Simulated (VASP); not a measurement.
## HfB2: single point with r2SCAN

Crystal: HfB2.

```
Hf B
1.0
     3.18132    0.00000    0.00000
    -1.59066    2.75510    0.00000
     0.00000    0.00000    3.52579
Hf B
1 2
Direct
  0.00000 0.00000 0.00000
  0.33333 0.66667 0.50000
  0.66667 0.33333 0.50000
```

```
Program             : VASP 6.6.1
Task                : single point
Functional          : r2SCAN
Potentials or basis : VASP PAW PBE potentials, release 64 (Hf_pv, B)
Cutoff              : 520 eV
k mesh              : 10 × 10 × 8
Occupations         : methfessel-paxton, width 0.1 eV
Spin                : no spin polarisation
```

| Item | Value |
| --- | --- |
| Pressure | -10.6 GPa |
| Band gap on the k mesh | zero (bands 8 and 9 overlap by 0.83 eV) |

Stress tensor (GPa, compression positive):
```
-11.40   0.00   0.00
  0.00 -11.40   0.00
  0.00   0.00  -8.95
```

Levels at points of the mesh, in eV from the Fermi level:
| k point | band 4 | band 5 | band 6 | band 7 | band 8 | band 9 | band 10 | band 11 | band 12 | band 13 |
| --- | --- | --- | --- | --- | --- | --- | --- | --- | --- | --- |
| (0.00, 0.00, 0.00) | -14.33 | -2.97 | -2.90 | -2.86 | -2.86 | 4.15 | 4.15 | 4.83 | 4.83 | 4.91 |
| (0.50, 0.00, 0.00) | -10.06 | -9.66 | -4.11 | -3.53 | -2.75 | 2.20 | 2.86 | 5.66 | 5.78 | 6.28 |
| (0.00, 0.00, 0.50) | -12.07 | -8.58 | -1.14 | -1.14 | 0.44 | 0.44 | 1.15 | 1.15 | 2.41 | 5.33 |
| (0.50, 0.00, 0.50) | -10.77 | -7.92 | -4.99 | -4.72 | -2.98 | 4.00 | 4.31 | 6.28 | 7.19 | 7.44 |

Run time: 110 s on 1 thread of Intel Xeon 8259CL, on a shared host, peak memory 0.17 GiB.

Caveat: the cell stands under tension; the PAW data sets were made with another functional, which shifts forces and pressure a little; spin-orbit coupling is left out, which moves the levels of the heavy elements.
